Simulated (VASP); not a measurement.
# MgB2 (P-1) in VASP: single point with LDA

Aim: the single point of MgB2 with LDA.

Program: VASP 6.6.1. These are calculated values, not measurements. Logs are shortened: lines on timing, memory, paths and dates and some standing lists are left out, and cuts for length are marked.

**1. The cell of the first run**

The typed cell holds 3 atoms: a = 3.085 Å, b = 3.058 Å, c = 3.523 Å, α = 89.57°, β = 88.85°, γ = 119.13°.

**2. Single point, LDA (equal xy, yz and zx shear strains of +2 %)**

The input, INCAR:

```
SYSTEM = MgB2
PREC     = Accurate       ! precision mode
ENCUT    = 520            ! plane-wave cutoff, eV
EDIFF    = 1E-6           ! SCF threshold, eV
ISMEAR   = -1             ! smearing method
SIGMA    = 0.05           ! smearing width, eV
LREAL    = .FALSE.        ! projectors in reciprocal space
LASPH    = .TRUE.         ! aspherical terms in the spheres
NELM     = 80             ! most SCF steps
ALGO     = Normal         ! electronic algorithm
ISIF     = 2              ! what is computed and relaxed
LWAVE    = .FALSE.        ! write WAVECAR
LCHARG   = .TRUE.         ! write CHGCAR
GGA      = CA             ! functional
LELF     = .TRUE.         ! ELF
LVHAR    = .TRUE.       
NBANDS   = 11             ! bands
```

The input, KPOINTS:

```
regular mesh
0
G
  15 15 12
  0 0 0
```

The input, POSCAR:

```
MgB2
1.0
    3.0850007055      0.0308500071      0.0308500071
   -1.5157834630      2.6562639782      0.0112918863
    0.0352300000      0.0352300000      3.5230000000
Mg B
1 2
Direct
    0.0000000000      0.0000000000      0.0000000000
    0.3333333333      0.6666666667      0.5000000000
    0.6666666667      0.3333333333      0.5000000000
```

Potentials or basis: VASP PAW LDA potentials, release 64 (Mg, B).

The run is started by

```console
$ cat potpaw_LDA.64/Mg/POTCAR potpaw_LDA.64/B/POTCAR > POTCAR
$ mpirun -np 1 vasp_std > vasp.out
```

OUTCAR:

```text
SYSTEM = MgB2
   PREC = Accurate
   ENCUT = 520
   EDIFF = 1E-6
   ISMEAR = -1
   LREAL = .FALSE.
   LASPH = .TRUE.
   NELM = 80
   ISIF = 2
   GGA = CA

 ion  position               nearest neighbor table
   1  0.000  0.000  0.000-   2 2.48   3 2.48   3 2.48   2 2.48   3 2.48   2 2.48   2 2.50   3 2.50
                             3 2.53   2 2.53   3 2.55   2 2.55
   2  0.333  0.667  0.500-   3 1.77   3 1.78   3 1.80   1 2.48   1 2.48   1 2.48   1 2.50   1 2.53
                             1 2.55
   3  0.667  0.333  0.500-   2 1.77   2 1.78   2 1.80   1 2.48   1 2.48   1 2.48   1 2.50   1 2.53
                             1 2.55

  LATTYP: Found a triclinic cell.
 ALAT       =     5.3439122746
 B/A-ratio  =     0.5723042227
 C/A-ratio  =     0.6593207563
 COS(alpha) =     0.0074204947
 COS(beta)  =     0.0200959808
 COS(gamma) =     0.8635246262

  Lattice vectors:

 A1 = (   0.0534337795,   5.3433779635,   0.0534337797)
 A2 = (  -1.5157834630,   2.6562639782,   0.0112918863)
 A3 = (   0.0352300000,   0.0352300000,   3.5230000000)

Analysis of symmetry for initial positions (statically):
=====================================================================
 Subroutine PRICEL returns:
 Original cell was already a primitive cell.

 Routine SETGRP: Setting up the symmetry group for a
 triclinic supercell.

 Subroutine GETGRP returns: Found  2 space group operations
 (whereof  2 operations were pure point group operations)
 out of a pool of  2 trial point group operations.

The static configuration has the point symmetry S_2 .

Analysis of symmetry for dynamics (positions and initial velocities):
=====================================================================
 Subroutine PRICEL returns:
 Original cell was already a primitive cell.

 Routine SETGRP: Setting up the symmetry group for a
 triclinic supercell.

 Subroutine GETGRP returns: Found  2 space group operations
 (whereof  2 operations were pure point group operations)
 out of a pool of  2 trial point group operations.

The dynamic configuration has the point symmetry S_2 .

 Subroutine INISYM returns: Found  2 space group operations
 (whereof  2 operations are pure point group operations),
 and found     1 'primitive' translations

----------------------------------------------------------------------------------------

                                     Primitive cell

  volume of cell :      29.0285

  direct lattice vectors                    reciprocal lattice vectors
     3.085000706  0.030850007  0.030850007     0.322359922  0.183974567 -0.005063345
    -1.515783463  2.656263978  0.011291886    -0.003706626  0.374369197 -0.003706626
     0.035230000  0.035230000  3.523000000    -0.002810943 -0.002810943  0.283905211

  length of vectors
     3.085309190  3.058343561  3.523352282     0.371198327  0.374405895  0.283933041

  position of ions in fractional coordinates (direct lattice)
     0.000000000  0.000000000  0.000000000
     0.333333333  0.666666667  0.500000000
     0.666666667  0.333333333  0.500000000

  ion indices of the primitive-cell ions
   primitive index   ion index
                 1           1
                 2           2
                 3           3

----------------------------------------------------------------------------------------

 KPOINTS: regular mesh

Automatic generation of k-mesh.
 Grid dimensions read from file:
 generate k-points for:   15   15   12

 Generating k-lattice:

  Cartesian coordinates                     Fractional coordinates (reciprocal lattice)
     0.021490661  0.012264971 -0.000337556     0.066666667 -0.000000000  0.000000000
    -0.000247108  0.024957946 -0.000247108    -0.000000000  0.066666667 -0.000000000
    -0.000234245 -0.000234245  0.023658768     0.000000000 -0.000000000  0.083333333

  Length of vectors
     0.024746555  0.024960393  0.023661087

  Shift w.r.t. Gamma in fractional coordinates (k-lattice)
     0.000000000  0.000000000  0.000000000

 Subroutine IBZKPT returns following result:
 ===========================================

 Found   1351 irreducible k-points:

 Following reciprocal coordinates:
            Coordinates               Weight
  0.000000  0.000000  0.000000      1.000000
  0.066667 -0.000000  0.000000      2.000000
  0.133333 -0.000000  0.000000      2.000000
  0.200000  0.000000  0.000000      2.000000
  0.266667 -0.000000  0.000000      2.000000
  0.333333 -0.000000  0.000000      2.000000
[... 16 lines left out ...]
 -0.066667  0.066667 -0.000000      2.000000
  0.000000  0.133333  0.000000      2.000000
 [... further k-points ...]
   k-points           NKPTS =   1351   k-points in BZ     NKDIM =   1351   number of bands    NBANDS=     11
   number of dos      NEDOS =    301   number of ions     NIONS =      3
   total plane-waves  NPLWV =  16128
   dimension x,y,z NGX =    24 NGY =   24 NGZ =   28
   dimension x,y,z NGXF=    48 NGYF=   48 NGZF=   56
   ions per type =               1   2
   NGX,Y,Z   is equivalent  to a cutoff of  12.93, 13.05, 13.21 a.u.
   NGXF,Y,Z  is equivalent  to a cutoff of  25.86, 26.09, 26.42 a.u.
 SYSTEM =  MgB2
   PREC   = accura    normal or accurate (medium, high low for compatibility)
   ISTART =      0    job   : 0-new  1-cont  2-samecut
   ICHARG =      2    charge: 1-file 2-atom 10-const
   ISPIN  =      1    spin polarized calculation?
   LNONCOLLINEAR =      F non collinear calculations
   LSORBIT =      F    spin-orbit coupling
   LASPH  =      T    aspherical Exc in radial PAW
   ENCUT  =  520.0 eV  38.22 Ry    6.18 a.u.   5.74  5.69  6.55*2*pi/ulx,y,z
   NELM   =     80;   NELMIN=  2; NELMDL= -5     # of ELM steps
   EDIFF  = 0.1E-05   stopping-criterion for ELM
   LREAL  =      F    real-space projection
   EDIFFG = 0.1E-04   stopping-criterion for IOM
   NSW    =      0    number of steps for IOM
   IBRION =     -1    ionic relax: 0-MD 1-quasi-New 2-CG
   NFREE  =      0    steps in history (QN), initial steepest desc. (CG)
   ISIF   =      2    stress and relaxation
   ISYM   =      2    0-nonsym 1-usesym 2-fastsym
   POTIM  = 0.5000    time-step for ionic-motion
   TEBEG  =    0.0;   TEEND  =   0.0 temperature during run
   PSTRESS=    0.0 pullay stress
   NELECT =       8.0000    total number of electrons
   NUPDOWN=      -1.0000    fix difference up-down
   EMIN   =  10.00;   EMAX   =-10.00  energy-range for DOS
   EFERMI =   0.00;   METHOD = LEGACY
   ISMEAR =    -1;   SIGMA  =   0.05  broadening in eV -4-tet -1-fermi 0-gaus
   EFERMI_NEDOS =   21; number of points for ismear=-14 and -15
   IALGO  =     38    algorithm
   IMIX   =      4    mixing-type and parameters
     AMIX     =   0.40;   BMIX     =  1.00
     AMIX_MAG =   1.60;   BMIX_MAG =  1.00
  volume/ion in A,a.u.               =       9.68        65.30
  Fermi-wavevector in a.u.,A,eV,Ry     =   1.065361  2.013240 15.442525  1.134994
  Thomas-Fermi vector in A             =   2.200910
   LORBIT       =      0    0 simple, 1 ext, 2 COOP (PROOUT), +10 PAW based schemes
   GGA     = CA    functional components
   LHFCALC =     F    Hartree Fock is set to
   AEXX    =    0.0000 exact exchange contribution
   IVDW    =     0    specifies the selected vdW correction
   LEPSILON=     F    determine dielectric tensor
   LRPA    =     F    only Hartree local field effects (RPA)
 non-spin polarized calculation
  energy-cutoff  :      520.00
  volume of cell :       29.03
 maximum number of plane-waves:       796
   NGX = 11   NGY = 11   NGZ = 13

 number of electron       8.0000000 magnetization

 Free energy of the ion-electron system (eV)
  ---------------------------------------------------
  ext. energy  EPLUGINS =         0.00000000
  ---------------------------------------------------
  free energy    TOTEN  =       -17.23922012 eV

  energy without entropy =      -17.23325306  energy(sigma->0) =      -17.23623659

 E-fermi :   5.1981     XC(G=0): -11.0953

 val. band max:        5.1915245918   @ k =  -0.0667   0.4667   0.3333
 cond. band min:       5.1988684028   @ k =   0.2000   0.4667   0.0833
 fundamental gap:      0.0073438110
 Fermi energy:         5.1980896378

 k-point     1 :       0.0000    0.0000    0.0000
  band No.  band energies     occupation
      1      -7.0759      2.00000
      2       2.2889      2.00000
      3       5.5096      0.00393
      4       5.6209      0.00043
      5       6.8694      0.00000
      6      11.3198      0.00000
      7      11.6040      0.00000
      8      13.4861      0.00000
      9      14.9902      0.00000
     10      17.7471      0.00000
     11      21.0344      0.00000

 k-point     2 :       0.0667   -0.0000    0.0000
  band No.  band energies     occupation
      1      -7.0004      2.00000
      2       2.3622      2.00000
      3       5.1060      1.72609
      4       5.4406      0.01553
      5       6.9336      0.00000
      6      11.3796      0.00000
      7      11.9266      0.00000
      8      13.5815      0.00000
      9      14.7155      0.00000
     10      18.1055      0.00000
     11      20.6327      0.00000

 k-point     3 :       0.1333   -0.0000    0.0000
  band No.  band energies     occupation
      1      -6.7743      2.00000
      2       2.5811      2.00000
      3       4.0926      2.00000
      4       5.0105      1.95414
      5       7.1398      0.00000
      6      11.3117      0.00000
      7      12.7973      0.00000
      8      13.8356      0.00000
      9      14.0581      0.00000
     10      19.0480      0.00000
     11      19.8386      0.00000
[... 267 lines left out ...]
 k-point    23 :      -0.0667    0.0667   -0.0000
  band No.  band energies     occupation
      1      -6.9978      2.00000
      2       2.3653      2.00000
      3       5.2274      0.71515
      4       5.3299      0.13363
      5       6.9402      0.00000
      6      11.4146      0.00000
      7      11.7319      0.00000
      8      13.6734      0.00000
      9      14.7339      0.00000
     10      18.1718      0.00000
     11      20.7969      0.00000

 k-point    24 :       0.0000    0.1333    0.0000
  band No.  band energies     occupation
      1      -6.7691      2.00000
      2       2.5875      2.00000
      3       4.1865      2.00000
      4       4.9248      1.99159
      5       7.1480      0.00000
      6      11.2013      0.00000
      7      12.6825      0.00000
      8      13.9386      0.00000
      9      14.1217      0.00000
     10      19.1605      0.00000
     11      20.0133      0.00000

 [... further k-points ...]

------------------------ aborting loop because EDIFF is reached ----------------------------------------

  FORCE on cell =-STRESS in cart. coord.  units (eV):
  Direction    XX          YY          ZZ          XY          YZ          ZX
  --------------------------------------------------------------------------------------
  -------------------------------------------------------------------------------------
  Total       -1.5899996     -1.6099254     -1.1718562     -0.6475008     -0.2176141     -0.2182506
  in kB      -87.7572929    -88.8570657    -64.6785892    -35.7376917    -12.0108387    -12.0459693
  external PRESSURE =     -80.4309826 kB  Pullay stress =       0.0000000 kB

 VOLUME and BASIS-vectors are now :
 -----------------------------------------------------------------------------
  energy-cutoff  :      520.00
  volume of cell :       29.03
      direct lattice vectors                 reciprocal lattice vectors
     3.085000706  0.030850007  0.030850007     0.322359922  0.183974567 -0.005063345
    -1.515783463  2.656263978  0.011291886    -0.003706626  0.374369197 -0.003706626
     0.035230000  0.035230000  3.523000000    -0.002810943 -0.002810943  0.283905211

 POSITION                                       TOTAL-FORCE (eV/Angst)
 -----------------------------------------------------------------------------------
      0.00000      0.00000      0.00000         0.000000     -0.000000      0.000000
      0.03543      1.79874      1.77931        -0.061694     -0.001503     -0.003852
      1.56902      0.92360      1.78583         0.061694      0.001503      0.003852
 -----------------------------------------------------------------------------------
    total drift:                                0.000000     -0.000000      0.000000

  FREE ENERGIE OF THE ION-ELECTRON SYSTEM (eV)
  ---------------------------------------------------
  free  energy   TOTEN  =       -17.2392201201 eV

  energy  without entropy=      -17.2332530617  energy(sigma->0) =      -17.23623659
```

Wall time 4 min (1 thread of Oxide Virtual Turin-like, shared host); peak memory 0.49 GiB.

What came out:

| Property | Result |
| --- | --- |
| Free energy | -17.2392 eV |
| Pressure | -8.0 GPa |
| Largest force | 0.062 eV/Å |
| Band gap on the k mesh | zero (bands 4 and 5 overlap by 3.66 eV) |

Forces in eV/Å, atoms in the order of the input:
```
Mg   0.000  0.000  0.000
B   -0.062 -0.002 -0.004
B    0.062  0.002  0.004
```

Levels at points of the mesh, in eV from the Fermi level:
| k point | band 2 | band 3 | band 4 | band 5 | band 6 | band 7 |
| --- | --- | --- | --- | --- | --- | --- |
| (0.00, 0.00, 0.00) | -2.91 | 0.31 | 0.42 | 1.67 | 6.12 | 6.41 |
| (0.00, 0.00, 0.50) | -7.40 | 0.69 | 0.78 | 6.47 | 6.74 | 7.90 |

Caveat: the cell differs from its parent crystal (equal xy, yz and zx shear strains of +2 %); the cell stands under tension.
